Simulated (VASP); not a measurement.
Set up this calculation in VASP 6.6.1, as the native input.

* Task: single point
* Functional: PBE
* Potentials or basis: VASP PAW PBE potentials, release 64 (W_sv, Se)
* Cutoff: 520 eV
* k mesh: 12 × 12 × 12
* Occupations: gaussian, width 0.1 eV
* Spin: collinear spin
* Starting moments: [1.0, 0.0] μB
* Dipole correction: no
* Further INCAR settings: ALGO = Normal; EDIFF = 1e-06; NBANDS = 21

The structure of WSe lies in POSCAR:

```
WSe
1.0
    0.0000000000      2.8004986132      2.8004986132
    2.8004986132      0.0000000000      2.8004986132
    2.8004986132      2.8004986132      0.0000000000
W Se
1 1
Direct
    0.0000000000      0.0000000000      0.0000000000
    0.2500000000      0.2500000000      0.2500000000
```

The input as run:

INCAR

```
ALGO = Normal
EDIFF = 1E-6
ENCUT = 520
GGA = PE
ISIF = 2
ISMEAR = 0
ISPIN = 2
LASPH = T
LCHARG = F
LMAXMIX = 4
LORBIT = 11
LREAL = F
LWAVE = F
MAGMOM = 1 0
NBANDS = 21
NELM = 150
PREC = Accurate
SIGMA = 0.1
```

KPOINTS

```
k-points
0
Gamma
  12 12 12
```

Potentials or basis: VASP PAW PBE potentials, release 64 (W_sv, Se).

The run is started by

```console
$ cat potpaw_PBE.64/W_sv/POTCAR potpaw_PBE.64/Se/POTCAR > POTCAR
$ mpirun -np 1 vasp_std > vasp.out
```

Results of the run:

* Pressure: 3.8 GPa
* Net moment: 0.33 μB per cell
* Site moments: W +0.27; Se -0.01 μB
* Valence electrons inside the program's atomic spheres: W 12.07; Se 4.04

Caveat: the cell stands under pressure.

Wall time 3.6 min on 1 thread of Intel(R) Xeon(R) Platinum 8259CL CPU @ 2.50GHz (Skylake/Cascade Lake) (shared host), peak memory 0.26 GiB.
